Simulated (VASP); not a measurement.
# ZrC (Fm-3m) in VASP: notebook

The runs below take ZrC through single point, with PBEsol.

Program: VASP 6.6.1. These are calculated values, not measurements. Logs are shortened: lines on timing, memory, paths and dates and some standing lists are left out, and cuts for length are marked.

## Step 1: The cell of the first run

The structure is cubic, space group Fm-3m (No. 225). Conventional cell: a = 4.650 Å, b = 4.650 Å, c = 4.650 Å, α = 90.00°, β = 90.00°, γ = 90.00°. Within 3.1 Å of Zr (site symmetry m-3m) lie 6 C at 2.32 Å. Within 3.1 Å of C (site symmetry m-3m) lie 6 Zr at 2.32 Å.

## Step 2: Single point, PBEsol

Contents of INCAR:

```
SYSTEM = ZrC
PREC = Accurate
ENCUT = 600
EDIFF = 1E-6
ISMEAR = -1
SIGMA = 0.1
LREAL = .FALSE.
LASPH = .TRUE.
NELM = 120
ALGO = Normal
ISIF = 2
LWAVE = .FALSE.
LCHARG = .FALSE.
GGA = PS
NBANDS = 15
GGA_COMPAT = .FALSE.
```

Contents of KPOINTS:

```
Automatic mesh
0
G
  8 8 8
  0 0 0
```

Contents of POSCAR:

```
ZrC
1.0
    0.0000000000      2.3249075089      2.3249075089
    2.3249075089      0.0000000000      2.3249075089
    2.3249075089      2.3249075089      0.0000000000
Zr C
1 1
Direct
    0.5000000000      0.5000000000      0.5000000000
    0.0000000000      0.0000000000      0.0000000000
```

Potentials or basis: VASP PAW PBE potentials, release 64 (Zr_sv, C).

Launch:

```
$ cat potpaw_PBE.64/Zr_sv/POTCAR potpaw_PBE.64/C/POTCAR > POTCAR
$ mpirun -np 1 vasp_std > vasp.out
```

OUTCAR:

```text
SYSTEM = ZrC
   PREC = Accurate
   ENCUT = 600
   EDIFF = 1E-6
   ISMEAR = -1
   LREAL = .FALSE.
   LASPH = .TRUE.
   NELM = 120
   ISIF = 2
   GGA = PS

 ion  position               nearest neighbor table
   1  0.500  0.500  0.500-   2 2.32   2 2.32   2 2.32   2 2.32   2 2.32   2 2.32
   2  0.000  0.000  0.000-   1 2.32   1 2.32   1 2.32   1 2.32   1 2.32   1 2.32

  LATTYP: Found a face centered cubic cell.
 ALAT       =     4.6498150178

  Lattice vectors:

 A1 = (   0.0000000000,   2.3249075089,   2.3249075089)
 A2 = (   2.3249075089,   0.0000000000,   2.3249075089)
 A3 = (   2.3249075089,   2.3249075089,   0.0000000000)

Analysis of symmetry for initial positions (statically):
=====================================================================
 Subroutine PRICEL returns:
 Original cell was already a primitive cell.

 Routine SETGRP: Setting up the symmetry group for a
 face centered cubic supercell.

 Subroutine GETGRP returns: Found 48 space group operations
 (whereof 48 operations were pure point group operations)
 out of a pool of 48 trial point group operations.

The static configuration has the point symmetry O_h .

Analysis of symmetry for dynamics (positions and initial velocities):
=====================================================================
 Subroutine PRICEL returns:
 Original cell was already a primitive cell.

 Routine SETGRP: Setting up the symmetry group for a
 face centered cubic supercell.

 Subroutine GETGRP returns: Found 48 space group operations
 (whereof 48 operations were pure point group operations)
 out of a pool of 48 trial point group operations.

The dynamic configuration has the point symmetry O_h .

 Subroutine INISYM returns: Found 48 space group operations
 (whereof 48 operations are pure point group operations),
 and found     1 'primitive' translations

----------------------------------------------------------------------------------------

                                     Primitive cell

  volume of cell :      25.1332

  direct lattice vectors                    reciprocal lattice vectors
     0.000000000  2.324907509  2.324907509    -0.215062319  0.215062319  0.215062319
     2.324907509  0.000000000  2.324907509     0.215062319 -0.215062319  0.215062319
     2.324907509  2.324907509  0.000000000     0.215062319  0.215062319 -0.215062319

  length of vectors
     3.287915730  3.287915730  3.287915730     0.372498863  0.372498863  0.372498863

  position of ions in fractional coordinates (direct lattice)
     0.500000000  0.500000000  0.500000000
     0.000000000  0.000000000  0.000000000

  ion indices of the primitive-cell ions
   primitive index   ion index
                 1           1
                 2           2

----------------------------------------------------------------------------------------

 KPOINTS: Automatic mesh

Automatic generation of k-mesh.
 Grid dimensions read from file:
 generate k-points for:    8    8    8

 Generating k-lattice:

  Cartesian coordinates                     Fractional coordinates (reciprocal lattice)
    -0.026882790  0.026882790  0.026882790     0.125000000  0.000000000  0.000000000
     0.026882790 -0.026882790  0.026882790     0.000000000  0.125000000  0.000000000
     0.026882790  0.026882790 -0.026882790     0.000000000  0.000000000  0.125000000

  Length of vectors
     0.046562358  0.046562358  0.046562358

  Shift w.r.t. Gamma in fractional coordinates (k-lattice)
     0.000000000  0.000000000  0.000000000

 Subroutine IBZKPT returns following result:
 ===========================================

 Found     29 irreducible k-points:

 Following reciprocal coordinates:
            Coordinates               Weight
  0.000000  0.000000  0.000000      1.000000
  0.125000  0.000000  0.000000      8.000000
  0.250000  0.000000  0.000000      8.000000
  0.375000  0.000000  0.000000      8.000000
  0.500000  0.000000  0.000000      4.000000
  0.125000  0.125000  0.000000      6.000000
[... 16 lines left out ...]
  0.500000  0.250000  0.125000     48.000000
 -0.375000  0.250000  0.125000     24.000000
 [... further k-points ...]
   k-points           NKPTS =     29   k-points in BZ     NKDIM =     29   number of bands    NBANDS=     15
   number of dos      NEDOS =    301   number of ions     NIONS =      2
   total plane-waves  NPLWV =  21952
   dimension x,y,z NGX =    28 NGY =   28 NGZ =   28
   dimension x,y,z NGXF=    56 NGYF=   56 NGZF=   56
   ions per type =               1   1
   NGX,Y,Z   is equivalent  to a cutoff of  14.16, 14.16, 14.16 a.u.
   NGXF,Y,Z  is equivalent  to a cutoff of  28.32, 28.32, 28.32 a.u.
 SYSTEM =  ZrC
   PREC   = accura    normal or accurate (medium, high low for compatibility)
   ISTART =      0    job   : 0-new  1-cont  2-samecut
   ICHARG =      2    charge: 1-file 2-atom 10-const
   ISPIN  =      1    spin polarized calculation?
   LNONCOLLINEAR =      F non collinear calculations
   LSORBIT =      F    spin-orbit coupling
   LASPH  =      T    aspherical Exc in radial PAW
   ENCUT  =  600.0 eV  44.10 Ry    6.64 a.u.   6.57  6.57  6.57*2*pi/ulx,y,z
   NELM   =    120;   NELMIN=  2; NELMDL= -5     # of ELM steps
   EDIFF  = 0.1E-05   stopping-criterion for ELM
   LREAL  =      F    real-space projection
   EDIFFG = 0.1E-04   stopping-criterion for IOM
   NSW    =      0    number of steps for IOM
   IBRION =     -1    ionic relax: 0-MD 1-quasi-New 2-CG
   NFREE  =      0    steps in history (QN), initial steepest desc. (CG)
   ISIF   =      2    stress and relaxation
   ISYM   =      2    0-nonsym 1-usesym 2-fastsym
   POTIM  = 0.5000    time-step for ionic-motion
   TEBEG  =    0.0;   TEEND  =   0.0 temperature during run
   PSTRESS=    0.0 pullay stress
   NELECT =      16.0000    total number of electrons
   NUPDOWN=      -1.0000    fix difference up-down
   EMIN   =  10.00;   EMAX   =-10.00  energy-range for DOS
   EFERMI =   0.00;   METHOD = LEGACY
   ISMEAR =    -1;   SIGMA  =   0.10  broadening in eV -4-tet -1-fermi 0-gaus
   EFERMI_NEDOS =   21; number of points for ismear=-14 and -15
   IALGO  =     38    algorithm
   IMIX   =      4    mixing-type and parameters
     AMIX     =   0.40;   BMIX     =  1.00
     AMIX_MAG =   1.60;   BMIX_MAG =  1.00
  volume/ion in A,a.u.               =      12.57        84.80
  Fermi-wavevector in a.u.,A,eV,Ry     =   1.408313  2.661325 26.985049  1.983345
  Thomas-Fermi vector in A             =   2.530483
   LORBIT       =      0    0 simple, 1 ext, 2 COOP (PROOUT), +10 PAW based schemes
   GGA     = PS    functional components
   LHFCALC =     F    Hartree Fock is set to
   AEXX    =    0.0000 exact exchange contribution
   IVDW    =     0    specifies the selected vdW correction
   LEPSILON=     F    determine dielectric tensor
   LRPA    =     F    only Hartree local field effects (RPA)
 non-spin polarized calculation
  energy-cutoff  :      600.00
  volume of cell :       25.13
 maximum number of plane-waves:       869
 NGX is ok and might be reduce to    28
   NGX = 13   NGY = 13   NGZ = 13

 number of electron      16.0000000 magnetization

 Free energy of the ion-electron system (eV)
  ---------------------------------------------------
  ext. energy  EPLUGINS =         0.00000000
  ---------------------------------------------------
  free energy    TOTEN  =       -20.57264908 eV

  energy without entropy =      -20.56268835  energy(sigma->0) =      -20.56766872

 E-fermi :   9.8524     XC(G=0): -12.4404

 val. band max:        9.7953744039   @ k =   0.1250   0.1250   0.0000
 cond. band min:       9.9778070559   @ k =   0.5000   0.5000   0.0000
 fundamental gap:      0.1824326520
 Fermi energy:         9.8523804524

 k-point     1 :       0.0000    0.0000    0.0000
  band No.  band energies     occupation
      1     -37.9808      2.00000
      2     -15.6990      2.00000
      3     -15.6990      2.00000
      4     -15.6990      2.00000
      5      -1.5222      2.00000
      6      10.8326      0.00011
      7      10.8326      0.00011
      8      10.8326      0.00011
      9      10.9365      0.00004
     10      10.9365      0.00004
     11      10.9365      0.00004
     12      12.7695      0.00000
     13      12.7695      0.00000
     14      17.5402      0.00000
     15      20.3125      0.00000

 k-point     2 :       0.1250    0.0000    0.0000
  band No.  band energies     occupation
      1     -37.9634      2.00000
      2     -15.8533      2.00000
      3     -15.7122      2.00000
      4     -15.7122      2.00000
      5      -1.1508      2.00000
      6       9.0747      1.99916
      7       9.4534      1.96366
      8       9.4534      1.96366
      9      11.4663      0.00000
     10      11.4663      0.00000
     11      11.9588      0.00000
     12      14.3829      0.00000
     13      14.3829      0.00000
     14      18.2319      0.00000
     15      21.2894      0.00000

 k-point     3 :       0.2500    0.0000    0.0000
  band No.  band energies     occupation
      1     -37.9213      2.00000
      2     -16.2083      2.00000
      3     -15.7437      2.00000
      4     -15.7437      2.00000
      5      -0.1830      2.00000
      6       7.0592      2.00000
      7       8.0322      2.00000
      8       8.0322      2.00000
      9      12.4832      0.00000
     10      12.4832      0.00000
     11      12.7113      0.00000
     12      16.9044      0.00000
     13      16.9044      0.00000
     14      19.2583      0.00000
     15      23.1968      0.00000
[... 343 lines left out ...]
 k-point    23 :       0.5000    0.2500    0.1250
  band No.  band energies     occupation
      1     -37.8554      2.00000
      2     -16.4497      2.00000
      3     -16.0173      2.00000
      4     -15.8438      2.00000
      5       0.7623      2.00000
      6       5.7314      2.00000
      7       7.3615      2.00000
      8       7.6730      2.00000
      9      12.1989      0.00000
     10      14.6703      0.00000
     11      15.1295      0.00000
     12      16.8240      0.00000
     13      18.9393      0.00000
     14      20.9206      0.00000
     15      23.9823      0.00000

 k-point    24 :      -0.3750    0.2500    0.1250
  band No.  band energies     occupation
      1     -37.8411      2.00000
      2     -16.5256      2.00000
      3     -16.0414      2.00000
      4     -15.8729      2.00000
      5       1.0049      2.00000
      6       5.4940      2.00000
      7       7.3018      2.00000
      8       7.3919      2.00000
      9      13.3415      0.00000
     10      13.7875      0.00000
     11      15.3464      0.00000
     12      18.2499      0.00000
     13      19.0187      0.00000
     14      20.4091      0.00000
     15      23.8970      0.00000

 [... further k-points ...]
[... 5 lines left out ...]
  --------------------------------------------------------------------------------------
  -------------------------------------------------------------------------------------
  Total        0.5207406      0.5207406      0.5207406      0.0000000      0.0000000     -0.0000000
  in kB       33.1959409     33.1959409     33.1959409      0.0000000      0.0000000     -0.0000000
  external PRESSURE =      33.1959409 kB  Pullay stress =       0.0000000 kB

 VOLUME and BASIS-vectors are now :
 -----------------------------------------------------------------------------
  energy-cutoff  :      600.00
  volume of cell :       25.13
      direct lattice vectors                 reciprocal lattice vectors
     0.000000000  2.324907509  2.324907509    -0.215062319  0.215062319  0.215062319
     2.324907509  0.000000000  2.324907509     0.215062319 -0.215062319  0.215062319
     2.324907509  2.324907509  0.000000000     0.215062319  0.215062319 -0.215062319

 POSITION                                       TOTAL-FORCE (eV/Angst)
 -----------------------------------------------------------------------------------
      2.32491      2.32491      2.32491         0.000000     -0.000000      0.000000
      0.00000      0.00000      0.00000        -0.000000      0.000000     -0.000000
 -----------------------------------------------------------------------------------
    total drift:                                0.000000      0.000000      0.000000

  FREE ENERGIE OF THE ION-ELECTRON SYSTEM (eV)
  ---------------------------------------------------
  free  energy   TOTEN  =       -20.5726490791 eV

  energy  without entropy=      -20.5626883543  energy(sigma->0) =      -20.56766872
```

Run time: 8.4 s. Hardware: 1 thread of AMD EPYC 9R45 (Zen 5), shared host; peak memory 0.13 GiB.

What came out:

| Item | Value |
| --- | --- |
| Free energy | -20.5726 eV |
| Pressure | 3.3 GPa |
| Band gap on the k mesh | zero (band 8 reaches 10.83 eV, above the bottom of band 9 at 9.49 eV) |

Levels at points of the mesh, in eV from the Fermi level:
```
           k point  band 5  band 6  band 7  band 8  band 9  band 10  band 11  band 12
(0.00, 0.00, 0.00)  -11.37    0.98    0.98    0.98    1.08     1.08     1.08     2.92
(0.50, 0.00, 0.00)   -8.09   -5.45   -3.03   -3.03    4.69     4.69     5.56     6.64
(0.50, 0.50, 0.00)  -10.22   -1.99   -1.90    0.13    0.13     4.66     5.93     5.93
```

Caveat: the PAW data sets were made with another functional, which shifts forces and pressure a little.

## Step 3: Single point, PBEsol

This run uses another cell than the first one, of 12.96 Å³/atom, 1.032 times its volume.

Contents of INCAR:

```
PREC     = Accurate       # precision mode
ENCUT    = 600            # plane-wave cutoff, eV
EDIFF    = 1E-6           # SCF threshold, eV
ISMEAR   = -1             # smearing method
SIGMA    = 0.1            # smearing width, eV
LREAL    = F              # projectors in reciprocal space
LASPH    = T              # aspherical terms in the spheres
NELM     = 120            # most SCF steps
ALGO     = Normal         # electronic algorithm
ISIF     = 2              # what is computed and relaxed
LWAVE    = F              # write WAVECAR
LCHARG   = F              # write CHGCAR
GGA      = PS             # functional
NBANDS   = 15             # bands
GGA_COMPAT= F
```

Contents of KPOINTS:

```
regular mesh
0
Gamma
  8 8 8
```

Contents of POSCAR:

```
ZrC
1.0
    0.0000000000      2.3491270385      2.3491270385
    2.3491270385      0.0000000000      2.3491270385
    2.3491270385      2.3491270385      0.0000000000
Zr C
1 1
Direct
    0.5000000000      0.5000000000      0.5000000000
    0.0000000000      0.0000000000      0.0000000000
```

Potentials or basis: VASP PAW PBE potentials, release 64 (Zr_sv, C).

Launch:

```
$ cat potpaw_PBE.64/Zr_sv/POTCAR potpaw_PBE.64/C/POTCAR > POTCAR
$ mpirun -np 1 vasp_std > vasp.out
```

Wall time 7.6 s (1 thread of AMD EPYC 9R45 (Zen 5), shared host); peak memory 0.13 GiB.

It converged, with:

```yaml
Free_energy: -20.5713 eV
Pressure: -4.0 GPa
Band_gap_on_the_k_mesh: zero (band 8 reaches 10.46 eV, above the bottom of band 9 at 9.14 eV)
```

Levels at points of the mesh, in eV from the Fermi level:
| k point | band 6 | band 7 | band 8 | band 9 | band 10 | band 11 |
| --- | --- | --- | --- | --- | --- | --- |
| (0.00, 0.00, 0.00) | 0.98 | 0.98 | 0.98 | 1.08 | 1.08 | 1.08 |
| (0.50, 0.00, 0.00) | -5.32 | -2.92 | -2.92 | 4.53 | 4.53 | 5.37 |
| (0.50, 0.50, 0.00) | -2.04 | -1.80 | 0.10 | 0.10 | 4.50 | 5.71 |

Caveat: the PAW data sets were made with another functional, which shifts forces and pressure a little.

[end of part 1 of 2]
